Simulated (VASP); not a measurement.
# Al2O3 (P-6m2) in VASP: further runs

Al2O3 is run at these levels: PBE, LDA, PBEsol; tasks: single point.

Program: VASP 6.6.1. These are calculated values, not measurements. Logs are shortened: lines on timing, memory, paths and dates and some standing lists are left out, and cuts for length are marked.

## Step 1: The cell of the first run

It takes space group P-6m2 (No. 187, hexagonal). Conventional cell: a = 2.884 Å, b = 2.884 Å, c = 9.337 Å, α = 90.00°, β = 90.00°, γ = 120.00°. Al (site symmetry 3m) has 6 O at 1.80 to 2.18 Å within 2.4 Å. O (site symmetry 3m) has 3 Al at 1.80 Å within 2.4 Å. Within 2.9 Å of O (site symmetry -6m2) lie 6 Al at 2.18 Å and 12 O at 2.66 to 2.88 Å.

## Step 2: Single point, PBE

File INCAR:

```
SYSTEM = Al2O3
PREC = Accurate
ENCUT = 520
EDIFF = 1E-7
ISMEAR = -1
SIGMA = 0.05
LREAL = .False.
LASPH = .True.
NELM = 60
ALGO = Normal
ISIF = 2
LWAVE = .False.
LCHARG = .True.
GGA = PE
LELF = .True.
LVHAR = .True.
NBANDS = 20
```

File KPOINTS:

```
Automatic mesh
0
Gamma
  11 11 3
  0 0 0
```

File POSCAR:

```
Al2O3
1.0
    2.8843249483      0.0000000000      0.0000000000
   -1.4421624742      2.4978986780      0.0000000000
    0.0000000000      0.0000000000      9.3367544600
Al O
2 3
Direct
    0.0000000000      0.0000000000      0.8500076700
    0.0000000000      0.0000000000      0.1499923300
    0.3333333333      0.6666666667      0.7776830800
    0.6666666667      0.3333333333      0.0000000000
    0.3333333333      0.6666666667      0.2223169200
```

Potentials or basis: VASP PAW PBE potentials, release 64 (Al, O).

Started as:

```console
$ cat potpaw_PBE.64/Al/POTCAR potpaw_PBE.64/O/POTCAR > POTCAR
$ mpirun -np 1 vasp_std > vasp.out
```

OUTCAR:

```text
SYSTEM = Al2O3
   PREC = Accurate
   ENCUT = 520
   EDIFF = 1E-7
   ISMEAR = -1
   LREAL = .False.
   LASPH = .True.
   NELM = 60
   ISIF = 2
   GGA = PE

 ion  position               nearest neighbor table
   1  0.000  0.000  0.850-   3 1.80   3 1.80   3 1.80   4 2.18   4 2.18   4 2.18   2 2.80
   2  0.000  0.000  0.150-   5 1.80   5 1.80   5 1.80   4 2.18   4 2.18   4 2.18   1 2.80
   3  0.333  0.667  0.778-   1 1.80   1 1.80   1 1.80
   4  0.667  0.333  0.000-   1 2.18   2 2.18   1 2.18   2 2.18   1 2.18   2 2.18
   5  0.333  0.667  0.222-   2 1.80   2 1.80   2 1.80

  LATTYP: Found a hexagonal cell.
 ALAT       =     2.8843249483
 C/A-ratio  =     3.2370674689

  Lattice vectors:

 A1 = (   2.8843249483,   0.0000000000,   0.0000000000)
 A2 = (  -1.4421624742,   2.4978986780,   0.0000000000)
 A3 = (   0.0000000000,   0.0000000000,   9.3367544600)

Analysis of symmetry for initial positions (statically):
=====================================================================
 Subroutine PRICEL returns:
 Original cell was already a primitive cell.

 Routine SETGRP: Setting up the symmetry group for a
 hexagonal supercell.

 Subroutine GETGRP returns: Found 12 space group operations
 (whereof 12 operations were pure point group operations)
 out of a pool of 24 trial point group operations.

The static configuration has the point symmetry D_3h.

Analysis of symmetry for dynamics (positions and initial velocities):
=====================================================================
 Subroutine PRICEL returns:
 Original cell was already a primitive cell.

 Routine SETGRP: Setting up the symmetry group for a
 hexagonal supercell.

 Subroutine GETGRP returns: Found 12 space group operations
 (whereof 12 operations were pure point group operations)
 out of a pool of 24 trial point group operations.

The dynamic configuration has the point symmetry D_3h.

 Subroutine INISYM returns: Found 12 space group operations
 (whereof 12 operations are pure point group operations),
 and found     1 'primitive' translations

----------------------------------------------------------------------------------------

                                     Primitive cell

  volume of cell :      67.2690

  direct lattice vectors                    reciprocal lattice vectors
[... 91 lines left out ...]
   ENCUT  =  520.0 eV  38.22 Ry    6.18 a.u.   5.36  5.36 17.36*2*pi/ulx,y,z
   NELM   =     60;   NELMIN=  2; NELMDL= -5     # of ELM steps
   EDIFF  = 0.1E-06   stopping-criterion for ELM
   LREAL  =      F    real-space projection
   EDIFFG = 0.1E-05   stopping-criterion for IOM
   NSW    =      0    number of steps for IOM
   IBRION =     -1    ionic relax: 0-MD 1-quasi-New 2-CG
   NFREE  =      0    steps in history (QN), initial steepest desc. (CG)
   ISIF   =      2    stress and relaxation
   ISYM   =      2    0-nonsym 1-usesym 2-fastsym
   POTIM  = 0.5000    time-step for ionic-motion
   TEBEG  =    0.0;   TEEND  =   0.0 temperature during run
   PSTRESS=    0.0 pullay stress
   NELECT =      24.0000    total number of electrons
   NUPDOWN=      -1.0000    fix difference up-down
   EMIN   =  10.00;   EMAX   =-10.00  energy-range for DOS
   EFERMI =   0.00;   METHOD = LEGACY
   ISMEAR =    -1;   SIGMA  =   0.05  broadening in eV -4-tet -1-fermi 0-gaus
   EFERMI_NEDOS =   21; number of points for ismear=-14 and -15
   IALGO  =     38    algorithm
   IMIX   =      4    mixing-type and parameters
     AMIX     =   0.40;   BMIX     =  1.00
     AMIX_MAG =   1.60;   BMIX_MAG =  1.00
  volume/ion in A,a.u.               =      13.45        90.79
  Fermi-wavevector in a.u.,A,eV,Ry     =   1.161111  2.194181 18.343074  1.348178
  Thomas-Fermi vector in A             =   2.297686
   LORBIT       =      0    0 simple, 1 ext, 2 COOP (PROOUT), +10 PAW based schemes
   GGA     = PE    functional components
   LHFCALC =     F    Hartree Fock is set to
   AEXX    =    0.0000 exact exchange contribution
   IVDW    =     0    specifies the selected vdW correction
   LEPSILON=     F    determine dielectric tensor
   LRPA    =     F    only Hartree local field effects (RPA)
 non-spin polarized calculation
  energy-cutoff  :      520.00
  volume of cell :       67.27
 maximum number of plane-waves:      1841
 NGX is ok and might be reduce to    24
   NGX = 11   NGY = 11   NGZ = 35

 number of electron      23.9999983 magnetization

 Free energy of the ion-electron system (eV)
  ---------------------------------------------------
  ext. energy  EPLUGINS =         0.00000000
  ---------------------------------------------------
  free energy    TOTEN  =       -36.38494601 eV

  energy without entropy =      -36.38494601  energy(sigma->0) =      -36.38494601

 E-fermi :   1.9970     XC(G=0):  -8.5311

 val. band max:        0.8790943284   @ k =   0.0909   0.0909   0.0000
 cond. band min:       5.6506047283   @ k =   0.0000   0.0000   0.0000
 fundamental gap:      4.7715103999
 Fermi energy:         1.9969957618

 k-point     1 :       0.0000    0.0000    0.0000
  band No.  band energies     occupation
      1     -17.8173      2.00000
      2     -16.8013      2.00000
      3     -15.6203      2.00000
      4      -4.0787      2.00000
      5      -1.2337      2.00000
      6      -0.5958      2.00000
[... 541 lines left out ...]
     19      13.5377      0.00000
     20      14.6112      0.00000

 [... further k-points ...]

------------------------ aborting loop because EDIFF is reached ----------------------------------------

  FORCE on cell =-STRESS in cart. coord.  units (eV):
  Direction    XX          YY          ZZ          XY          YZ          ZX
  --------------------------------------------------------------------------------------
  -------------------------------------------------------------------------------------
  Total        0.0706286      0.0706286     -0.0368694     -0.0000000     -0.0000000      0.0000000
  in kB        1.6821947      1.6821947     -0.8781348     -0.0000000     -0.0000000      0.0000000
  external PRESSURE =       0.8287516 kB  Pullay stress =       0.0000000 kB

 VOLUME and BASIS-vectors are now :
 -----------------------------------------------------------------------------
  energy-cutoff  :      520.00
  volume of cell :       67.27
      direct lattice vectors                 reciprocal lattice vectors
     2.884324948  0.000000000  0.000000000     0.346701574  0.200168247  0.000000000
    -1.442162474  2.497898678  0.000000000     0.000000000  0.400336494  0.000000000
     0.000000000  0.000000000  9.336754460     0.000000000  0.000000000  0.107103598

 POSITION                                       TOTAL-FORCE (eV/Angst)
 -----------------------------------------------------------------------------------
      0.00000      0.00000      7.93631         0.000000     -0.000000      0.004612
      0.00000      0.00000      1.40044         0.000000     -0.000000     -0.004612
     -0.00000      1.66527      7.26104        -0.000000     -0.000000     -0.012391
      1.44216      0.83263      0.00000        -0.000000     -0.000000     -0.000000
     -0.00000      1.66527      2.07572         0.000000      0.000000      0.012391
 -----------------------------------------------------------------------------------
    total drift:                                0.000000     -0.000000      0.000000

  FREE ENERGIE OF THE ION-ELECTRON SYSTEM (eV)
  ---------------------------------------------------
  free  energy   TOTEN  =       -36.3849460058 eV

  energy  without entropy=      -36.3849460058  energy(sigma->0) =      -36.38494601
```

Run time: 31 s. Hardware: 1 thread of AMD EPYC 9R45 (Zen 5), shared host; peak memory 0.16 GiB.

What came out:

| Item | Value |
| --- | --- |
| Free energy | -36.3849 eV |
| Pressure | 0.1 GPa |
| Largest force | 0.012 eV/Å |
| Band gap on the k mesh | 4.77 eV, indirect (least direct gap 5.01 eV) |

Forces on the atoms (eV/Å):
```
Al   0.000  0.000  0.005
Al   0.000  0.000 -0.005
O    0.000  0.000 -0.012
O    0.000  0.000  0.000
O    0.000  0.000  0.012
```

Stress tensor (GPa, compression positive):
```
 0.17  0.00  0.00
 0.00  0.17  0.00
 0.00  0.00 -0.09
```

A k mesh can miss the band edges. PBE gaps usually lie below the measured ones, often by a third to a half.

## Step 3: Single point, LDA

This run uses another cell than the first one, of 13.04 Å³/atom, 0.969 times its volume.

File INCAR:

```
SYSTEM = Al2O3
PREC = Accurate ; ENCUT = 520
EDIFF = 1E-6 ; ISMEAR = -1
SIGMA = 0.05 ; LREAL = .False.
LASPH = .True. ; NELM = 60
ALGO = Normal ; ISIF = 2
LWAVE = .False. ; LCHARG = .False.
GGA = CA ; NBANDS = 20
```

File KPOINTS:

```
regular mesh
0
Gamma
  11 11 3
  0 0 0
```

File POSCAR:

```
Al2O3
1.0
    2.8380542654      0.0000000000      0.0000000000
   -1.4190271327      2.4578270911      0.0000000000
    0.0000000000      0.0000000000      9.3446876872
Al O
2 3
Direct
    0.0000000000      0.0000000000      0.8531134933
    0.0000000000      0.0000000000      0.1468865067
    0.3333333333      0.6666666667      0.7816887001
    0.6666666667      0.3333333333      0.0000000000
    0.3333333333      0.6666666667      0.2183112999
```

Potentials or basis: VASP PAW LDA potentials, release 64 (Al, O).

Started as:

```console
$ cat potpaw_LDA.64/Al/POTCAR potpaw_LDA.64/O/POTCAR > POTCAR
$ mpirun -np 1 vasp_std > vasp.out
```

Wall time 16 s (1 thread of Intel Xeon 6975P-C (Granite Rapids), shared host); peak memory 0.17 GiB.

Results (log left out):

- Free energy: -40.1501 eV
- Pressure: 0.7 GPa
- Largest force: 0.039 eV/Å
- Band gap on the k mesh: 5.16 eV, indirect (least direct gap 5.44 eV)

Forces in eV/Å, atoms in the order of the input:
```
Al   0.000  0.000  0.011
Al   0.000  0.000 -0.011
O    0.000  0.000 -0.039
O    0.000  0.000  0.000
O    0.000  0.000  0.039
```

Stress tensor (GPa, compression positive):
```
1.02 0.00 0.00
0.00 1.02 0.00
0.00 0.00 0.12
```

Levels at points of the mesh, in eV from the valence-band top:
```csv
k point,band 9,band 10,band 11,band 12,band 13,band 14,band 15,band 16
"(0.00, 0.00, 0.00)",-1.23,-0.60,-0.60,-0.28,5.16,7.62,8.20,9.36
```

## Step 4: Single point, PBEsol

This run uses another cell than the first one, of 13.25 Å³/atom, 0.985 times its volume.

File INCAR:

```
PREC     = Accurate       # precision mode
ENCUT    = 520            # plane-wave cutoff, eV
EDIFF    = 1E-6           # SCF threshold, eV
ISMEAR   = -1             # smearing method
SIGMA    = 0.05           # smearing width, eV
LREAL    = F              # projectors in reciprocal space
LASPH    = T              # aspherical terms in the spheres
NELM     = 80             # most SCF steps
ALGO     = Normal         # electronic algorithm
ISIF     = 2              # what is computed and relaxed
LWAVE    = F              # write WAVECAR
LCHARG   = T              # write CHGCAR
GGA      = PS             # functional
LELF     = T              # ELF
LVHAR    = T            
NBANDS   = 20             # bands
```

File KPOINTS:

```
Automatic mesh
0
Gamma
  11 11 3
```

File POSCAR:

```
Al2O3
1.0
    2.8622660450      0.0000000000      0.0000000000
   -1.4311330225      2.4787951073      0.0000000000
    0.0000000000      0.0000000000      9.3371264057
Al O
2 3
Direct
    0.0000000000      0.0000000000      0.8515125209
    0.0000000000      0.0000000000      0.1484874791
    0.3333333333      0.6666666667      0.7788317995
    0.6666666667      0.3333333333      0.0000000000
    0.3333333333      0.6666666667      0.2211682005
```

Potentials or basis: VASP PAW PBE potentials, release 64 (Al, O).

Started as:

```console
$ cat potpaw_PBE.64/Al/POTCAR potpaw_PBE.64/O/POTCAR > POTCAR
$ mpirun -np 1 vasp_std > vasp.out
```

Wall time 16 s (1 thread of Intel Xeon 6975P-C (Granite Rapids), shared host); peak memory 0.19 GiB.

Results (log left out):

* Free energy: -38.1414 eV
* Pressure: 0.2 GPa
* Largest force: 0.029 eV/Å
* Band gap on the k mesh: 4.91 eV, indirect (least direct gap 5.16 eV)

Forces in eV/Å, atoms in the order of the input:
```
Al   0.000  0.000 -0.029
Al   0.000  0.000  0.029
O    0.000  0.000  0.016
O    0.000  0.000  0.000
O    0.000  0.000 -0.016
```

Stress tensor (GPa, compression positive):
```
 0.38  0.00  0.00
 0.00  0.38  0.00
 0.00  0.00 -0.14
```

Levels at points of the mesh, in eV from the valence-band top:
```csv
k point,band 10,band 11,band 12,band 13,band 14,band 15
"(0.00, 0.00, 0.00)",-0.58,-0.58,-0.25,4.91,7.54,8.00
```

Caveat: the PAW data sets were made with another functional, which shifts forces and pressure a little. A hybrid or GW would open this gap; PBEsol tends to underestimate it.

## Step 5: Summary

```tsv
level	potentials or basis	cell	gap on the mesh (eV)	pressure (GPa)	largest force (eV/Å)
PBE	VASP PAW PBE potentials, release 64 (Al, O)	a = 2.884, b = 2.884, c = 9.337 Å, angles 90.0, 90.0, 120.0°, 5 atoms	4.77	0.1	0.01
LDA	VASP PAW LDA potentials, release 64 (Al, O)	a = 2.838, b = 2.838, c = 9.345 Å, angles 90.0, 90.0, 120.0°, 5 atoms	5.16	0.7	0.04
PBEsol	VASP PAW PBE potentials, release 64 (Al, O)	a = 2.862, b = 2.862, c = 9.337 Å, angles 90.0, 90.0, 120.0°, 5 atoms	4.91	0.2	0.03
```

Alike in all rows: task single point; no spin polarisation; k mesh 11 × 11 × 3; cutoff (eV) 520; smearing fermi-dirac 0.05 eV.

Caveats: the PAW data sets were made with another functional, which shifts forces and pressure a little (some runs).

Total energies depend on the potentials used, so only differences within one code and one set of settings carry meaning.
